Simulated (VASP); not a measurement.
# LaSnB3 (I4mm) in VASP: single point with PBE

Aim: the single point of LaSnB3 with PBE.

Program: VASP 6.6.1. These are calculated values, not measurements. Logs are shortened: lines on timing, memory, paths and dates and some standing lists are left out, and cuts for length are marked.

### Step 1. The cell of the first run

Symmetry: I4mm, No. 107, tetragonal system. Conventional cell: a = 3.928 Å, b = 3.928 Å, c = 9.581 Å, α = 90.00°, β = 90.00°, γ = 90.00°. La (site symmetry 4mm) has 5 Sn at 2.98 to 3.71 Å and 13 B at 3.00 to 3.66 Å and 4 La at 3.93 Å within 4.0 Å. Sn (site symmetry 4mm) has 5 B at 2.21 to 2.37 Å and 4 La at 2.98 Å within 3.0 Å. B (site symmetry 2mm) has 6 B at 2.33 to 2.78 Å and 2 Sn at 2.37 Å and 4 La at 3.09 to 3.10 Å within 3.2 Å. B (site symmetry 4mm) has 1 Sn at 2.21 Å and 4 B at 2.33 Å and 4 La at 3.00 Å within 3.0 Å.

### Step 2. Single point, PBE

POSCAR

```
LaSnB3
1.0
    0.0000000000      3.9279870000      0.0000000000
    3.9279870000      0.0000000000      0.0000000000
    1.9639940000      1.9639940000     -4.7902980000
La Sn B
1 1 3
Direct
    0.1336000000      0.1336000000      0.7328000000
    0.5204000000      0.5204000000      0.9592000000
    0.8827000000      0.3827000000      0.2346000000
    0.3827000000      0.8827000000      0.2346000000
    0.7515000000      0.7515000000      0.4970000000
```

INCAR.step1

```
PREC = Accurate
ENCUT = 520
EDIFF = 1E-6
ISMEAR = -1
SIGMA = 0.0123
LREAL = False
LASPH = True
NELM = 60
ALGO = Normal
ISIF = 2
LWAVE = False
LCHARG = True
LMAXMIX = 6
GGA = PE
NBANDS = 25
```

KPOINTS.step1

```
regular mesh
0
Gamma
  9 9 9
```

INCAR.step2

```
PREC = Accurate
ENCUT = 520
EDIFF = 1E-6
ISMEAR = -5
SIGMA = 0.0123
LREAL = False
LASPH = True
NELM = 60
ALGO = Normal
ISIF = 2
LWAVE = False
LCHARG = False
LMAXMIX = 6
GGA = PE
LORBIT = 11
NBANDS = 25
NEDOS = 2001
ICHARG = 11
```

KPOINTS.step2

```
regular mesh
0
Gamma
  14 14 14
```

Potentials or basis: VASP PAW PBE potentials, release 64 (La, Sn_d, B).

Started as:

```
$ cat potpaw_PBE.64/La/POTCAR potpaw_PBE.64/Sn_d/POTCAR potpaw_PBE.64/B/POTCAR > POTCAR
$ cp INCAR.step1 INCAR
$ cp KPOINTS.step1 KPOINTS
$ mpirun -np 1 vasp_std > vasp.out
$ cp INCAR.step2 INCAR
$ cp KPOINTS.step2 KPOINTS
$ mpirun -np 1 vasp_std > vasp.out
```

OUTCAR:

```text
PREC = Accurate
   ENCUT = 520
   EDIFF = 1E-6
   ISMEAR = -5
   LREAL = False
   LASPH = True
   NELM = 60
   ISIF = 2
   GGA = PE
   LORBIT = 11
   ICHARG = 11

 ion  position               nearest neighbor table
   1  0.134  0.134  0.733-   2 2.98   2 2.98   2 2.98   2 2.98   2 3.71
   2  0.520  0.520  0.959-   5 2.21   4 2.37   3 2.37   4 2.37   3 2.37   1 2.98   1 2.98   1 2.98
                             1 2.98   1 3.71
   3  0.883  0.383  0.235-   2 2.37   2 2.37
   4  0.383  0.883  0.235-   2 2.37   2 2.37
   5  0.752  0.752  0.497-   2 2.21

  LATTYP: Found a body centered tetragonal cell.
 ALAT       =     3.9279870000
 C/A-ratio  =     2.4390600071

  Lattice vectors:

 A1 = (  -1.9639940000,   1.9639930000,   4.7902980000)
 A2 = (   1.9639930000,  -1.9639940000,   4.7902980000)
 A3 = (   1.9639940000,   1.9639940000,  -4.7902980000)

Analysis of symmetry for initial positions (statically):
=====================================================================
 Subroutine PRICEL returns:
 Original cell was already a primitive cell.

 Routine SETGRP: Setting up the symmetry group for a
 body centered tetragonal supercell.

 Subroutine GETGRP returns: Found  8 space group operations
 (whereof  8 operations were pure point group operations)
 out of a pool of 16 trial point group operations.

The static configuration has the point symmetry C_4v.

Analysis of symmetry for dynamics (positions and initial velocities):
=====================================================================
 Subroutine PRICEL returns:
 Original cell was already a primitive cell.

 Routine SETGRP: Setting up the symmetry group for a
 body centered tetragonal supercell.

 Subroutine GETGRP returns: Found  8 space group operations
 (whereof  8 operations were pure point group operations)
 out of a pool of 16 trial point group operations.

The dynamic configuration has the point symmetry C_4v.

 Subroutine INISYM returns: Found  8 space group operations
 (whereof  8 operations are pure point group operations),
 and found     1 'primitive' translations

----------------------------------------------------------------------------------------

                                     Primitive cell

  volume of cell :      73.9099

  direct lattice vectors                    reciprocal lattice vectors
     0.000000000  3.927987000  0.000000000     0.000000000  0.254583327  0.104377667
     3.927987000  0.000000000  0.000000000     0.254583327  0.000000000  0.104377667
     1.963994000  1.963994000 -4.790298000     0.000000000  0.000000000 -0.208755280

  length of vectors
     3.927987000  3.927987000  5.537282708     0.275149719  0.275149719  0.208755280

  position of ions in fractional coordinates (direct lattice)
     0.133600000  0.133600000  0.732800000
     0.520400000  0.520400000  0.959200000
     0.882700000  0.382700000  0.234600000
     0.382700000  0.882700000  0.234600000
     0.751500000  0.751500000  0.497000000

  ion indices of the primitive-cell ions
   primitive index   ion index
                 1           1
                 2           2
                 3           3
                 4           4
                 5           5

----------------------------------------------------------------------------------------

 KPOINTS: regular mesh

Automatic generation of k-mesh.
 Grid dimensions read from file:
 generate k-points for:   14   14   14

 Generating k-lattice:

  Cartesian coordinates                     Fractional coordinates (reciprocal lattice)
     0.000000000  0.018184523  0.007455548     0.071428571  0.000000000  0.000000000
     0.018184523  0.000000000  0.007455548     0.000000000  0.071428571  0.000000000
     0.000000000  0.000000000 -0.014911091     0.000000000  0.000000000  0.071428571

  Length of vectors
     0.019653551  0.019653551  0.014911091

  Shift w.r.t. Gamma in fractional coordinates (k-lattice)
     0.000000000  0.000000000  0.000000000

 TETIRR: Found   7833 inequivalent tetrahedra from    16464

 Subroutine IBZKPT returns following result:
 ===========================================

 Found    244 irreducible k-points:

 Following reciprocal coordinates:
            Coordinates               Weight
  0.000000  0.000000  0.000000      1.000000
  0.071429  0.000000 -0.000000      8.000000
  0.142857  0.000000 -0.000000      8.000000
  0.214286  0.000000 -0.000000      8.000000
  0.285714  0.000000 -0.000000      8.000000
  0.357143  0.000000 -0.000000      8.000000
[... 16 lines left out ...]
  0.214286  0.142857 -0.000000     16.000000
  0.285714  0.142857 -0.000000     16.000000
 [... further k-points ...]
   k-points           NKPTS =    244   k-points in BZ     NKDIM =    244   number of bands    NBANDS=     25
   number of dos      NEDOS =   2001   number of ions     NIONS =      5
   total plane-waves  NPLWV =  37800
   dimension x,y,z NGX =    30 NGY =   30 NGZ =   42
   dimension x,y,z NGXF=    60 NGYF=   60 NGZF=   84
   ions per type =               1   1   3
   NGX,Y,Z   is equivalent  to a cutoff of  12.70, 12.70, 12.61 a.u.
   NGXF,Y,Z  is equivalent  to a cutoff of  25.39, 25.39, 25.22 a.u.
 SYSTEM =  unknown system
   PREC   = accura    normal or accurate (medium, high low for compatibility)
   ISTART =      0    job   : 0-new  1-cont  2-samecut
   ICHARG =     11    charge: 1-file 2-atom 10-const
   ISPIN  =      1    spin polarized calculation?
   LNONCOLLINEAR =      F non collinear calculations
   LSORBIT =      F    spin-orbit coupling
   LASPH  =      T    aspherical Exc in radial PAW
   ENCUT  =  520.0 eV  38.22 Ry    6.18 a.u.   7.30  7.30 10.30*2*pi/ulx,y,z
   NELM   =     60;   NELMIN=  2; NELMDL=  0     # of ELM steps
   EDIFF  = 0.1E-05   stopping-criterion for ELM
   LREAL  =      F    real-space projection
   EDIFFG = 0.1E-04   stopping-criterion for IOM
   NSW    =      0    number of steps for IOM
   IBRION =     -1    ionic relax: 0-MD 1-quasi-New 2-CG
   NFREE  =      0    steps in history (QN), initial steepest desc. (CG)
   ISIF   =      2    stress and relaxation
   ISYM   =      2    0-nonsym 1-usesym 2-fastsym
   POTIM  = 0.5000    time-step for ionic-motion
   TEBEG  =    0.0;   TEEND  =   0.0 temperature during run
   PSTRESS=    0.0 pullay stress
   NELECT =      34.0000    total number of electrons
   NUPDOWN=      -1.0000    fix difference up-down
   EMIN   =  10.00;   EMAX   =-10.00  energy-range for DOS
   EFERMI =   0.00;   METHOD = LEGACY
   ISMEAR =    -5;   SIGMA  =   0.01  broadening in eV -4-tet -1-fermi 0-gaus
   EFERMI_NEDOS =   21; number of points for ismear=-14 and -15
   IALGO  =     38    algorithm
   IMIX   =      4    mixing-type and parameters
     AMIX     =   0.40;   BMIX     =  1.00
     AMIX_MAG =   1.60;   BMIX_MAG =  1.00
  volume/ion in A,a.u.               =      14.78        99.75
  Fermi-wavevector in a.u.,A,eV,Ry     =   1.263767  2.388173 21.729952  1.597106
  Thomas-Fermi vector in A             =   2.397107
   LORBIT       =     11    0 simple, 1 ext, 2 COOP (PROOUT), +10 PAW based schemes
   GGA     = PE    functional components
   LHFCALC =     F    Hartree Fock is set to
   AEXX    =    0.0000 exact exchange contribution
   IVDW    =     0    specifies the selected vdW correction
   LEPSILON=     F    determine dielectric tensor
   LRPA    =     F    only Hartree local field effects (RPA)
 non-spin polarized calculation
 Fermi weights with tetrahedron method with Bloechl corrections
  energy-cutoff  :      520.00
  volume of cell :       73.91
 maximum number of plane-waves:      2025
 NGX is ok and might be reduce to    30

 number of electron      33.9999999 magnetization

 Free energy of the ion-electron system (eV)
  ---------------------------------------------------
  ext. energy  EPLUGINS =         0.00000000
  ---------------------------------------------------
  free energy    TOTEN  =       -24.25634502 eV

  energy without entropy =      -24.25634502  energy(sigma->0) =      -24.25634502

 E-fermi :   9.7226     XC(G=0): -11.2759

 val. band max:        9.8031814399   @ k =  -0.2143  -0.3571   0.2143
 cond. band min:       9.6981258065   @ k =   0.2857   0.0000  -0.0000
 fundamental gap:     -0.1050556334
 Fermi energy:         9.7226419357

 k-point     1 :       0.0000    0.0000    0.0000
  band No.  band energies     occupation
      1     -22.9434      2.00000
      2     -12.4725      2.00000
      3     -12.4659      2.00000
      4     -12.4438      2.00000
      5     -12.4378      2.00000
      6     -12.4378      2.00000
[... 17 lines left out ...]
     24      12.3341      0.00000
     25      12.5849      0.00000

 k-point     2 :       0.0714    0.0000   -0.0000
  band No.  band energies     occupation
      1     -22.9406      2.00000
      2     -12.4709      2.00000
      3     -12.4647      2.00000
      4     -12.4479      2.00000
      5     -12.4373      2.00000
      6     -12.4355      2.00000
[... 17 lines left out ...]
     24      12.3134      0.00000
     25      12.3947      0.00000

 k-point     3 :       0.1429    0.0000   -0.0000
  band No.  band energies     occupation
      1     -22.9330      2.00000
      2     -12.4695      2.00000
      3     -12.4585      2.00000
      4     -12.4561      2.00000
      5     -12.4360      2.00000
      6     -12.4325      2.00000
[... 17 lines left out ...]
     24      12.2841      0.00000
     25      12.3066      0.00000

 k-point     4 :       0.2143    0.0000   -0.0000
  band No.  band energies     occupation
      1     -22.9220      2.00000
      2     -12.4693      2.00000
      3     -12.4662      2.00000
      4     -12.4476      2.00000
      5     -12.4341      2.00000
      6     -12.4298      2.00000
[... 17 lines left out ...]
     24      12.2523      0.00000
     25      12.3286      0.00000

 k-point     5 :       0.2857    0.0000   -0.0000
  band No.  band energies     occupation
      1     -22.9096      2.00000
      2     -12.4769      2.00000
      3     -12.4690      2.00000
      4     -12.4373      2.00000
      5     -12.4302      2.00000
      6     -12.4275      2.00000
[... 17 lines left out ...]
     24      12.2496      0.00000
     25      12.2670      0.00000

 k-point     6 :       0.3571    0.0000   -0.0000
  band No.  band energies     occupation
      1     -22.8985      2.00000
      2     -12.4862      2.00000
      3     -12.4683      2.00000
      4     -12.4341      2.00000
      5     -12.4256      2.00000
      6     -12.4208      2.00000
[... 17 lines left out ...]
     24      12.2410      0.00000
     25      12.2564      0.00000
[... 393 lines left out ...]
 k-point    21 :      -0.0714    0.0714    0.0000
  band No.  band energies     occupation
      1     -22.9380      2.00000
      2     -12.4686      2.00000
      3     -12.4646      2.00000
      4     -12.4500      2.00000
      5     -12.4390      2.00000
      6     -12.4332      2.00000
[... 17 lines left out ...]
     24      12.2808      0.00000
     25      12.3445      0.00000

 k-point    22 :       0.1429    0.1429   -0.0000
  band No.  band energies     occupation
      1     -22.9228      2.00000
      2     -12.4629      2.00000
      3     -12.4580      2.00000
      4     -12.4557      2.00000
      5     -12.4416      2.00000
      6     -12.4278      2.00000
[... 17 lines left out ...]
     24      12.2416      0.00000
     25      12.2701      0.00000

 k-point    23 :       0.2143    0.1429   -0.0000
  band No.  band energies     occupation
      1     -22.9122      2.00000
      2     -12.4690      2.00000
      3     -12.4576      2.00000
      4     -12.4456      2.00000
      5     -12.4416      2.00000
      6     -12.4260      2.00000
[... 17 lines left out ...]
     24      12.2184      0.00000
     25      12.2848      0.00000

 k-point    24 :       0.2857    0.1429   -0.0000
  band No.  band energies     occupation
      1     -22.9003      2.00000
      2     -12.4779      2.00000
      3     -12.4579      2.00000
      4     -12.4395      2.00000
      5     -12.4330      2.00000
      6     -12.4247      2.00000
[... 17 lines left out ...]
     24      12.1979      0.00000
     25      12.2964      0.00000

 [... further k-points ...]

------------------------ aborting loop because EDIFF is reached ----------------------------------------

  FORCE on cell =-STRESS in cart. coord.  units (eV):
  Direction    XX          YY          ZZ          XY          YZ          ZX
  --------------------------------------------------------------------------------------
  -------------------------------------------------------------------------------------
  Total        4.4015528      4.4015528     -3.3666599     -0.0000000      0.0000004      0.0000004
  in kB       95.4143905     95.4143905    -72.9805632     -0.0000000      0.0000076      0.0000076
  external PRESSURE =      39.2827392 kB  Pullay stress =       0.0000000 kB

 VOLUME and BASIS-vectors are now :
 -----------------------------------------------------------------------------
  energy-cutoff  :      520.00
  volume of cell :       73.91
      direct lattice vectors                 reciprocal lattice vectors
     0.000000000  3.927987000  0.000000000     0.000000000  0.254583327  0.104377667
     3.927987000  0.000000000  0.000000000     0.254583327  0.000000000  0.104377667
     1.963994000  1.963994000 -4.790298000     0.000000000  0.000000000 -0.208755280

 POSITION                                       TOTAL-FORCE (eV/Angst)
 -----------------------------------------------------------------------------------
      1.96399      1.96399     -3.51033        -0.000000     -0.000000      2.411471
      3.92799      3.92799     -4.59485         0.000000      0.000000     -2.987883
      1.96399      3.92799     -1.12380         0.000000      0.000000     -1.624936
      3.92799      1.96399     -1.12380         0.000000      0.000000     -1.624936
      3.92799      3.92799     -2.38078        -0.000000     -0.000000      3.826284
 -----------------------------------------------------------------------------------
    total drift:                                0.000069      0.000069     -0.000552

  FREE ENERGIE OF THE ION-ELECTRON SYSTEM (eV)
  ---------------------------------------------------
  free  energy   TOTEN  =       -24.2563450247 eV

  energy  without entropy=      -24.2563450247  energy(sigma->0) =      -24.25634502

 total charge

# of ion       s       p       d       f       tot
--------------------------------------------------
    1        2.012   5.634   0.889   0.236   8.771
    2        1.120   1.550  10.127   0.000  12.796
    3        0.711   0.839   0.000   0.000   1.550
    4        0.711   0.839   0.000   0.000   1.550
    5        0.652   0.905   0.000   0.000   1.557
--------------------------------------------------
tot          5.207   9.767  11.016   0.236  26.225
```

It took 5.8 min on 1 thread of Intel Xeon Platinum 8488C (Sapphire Rapids), shared host; peak memory 0.59 GiB.

What came out:

```yaml
Valence_electrons_inside_the_program's_atomic_spheres: La 8.77; Sn 12.80; B 1.55, 1.56 (each value once)
```

Caveat: spin-orbit coupling is left out, which moves the levels of the heavy elements; tetrahedron occupations give inexact forces and stress in metals.
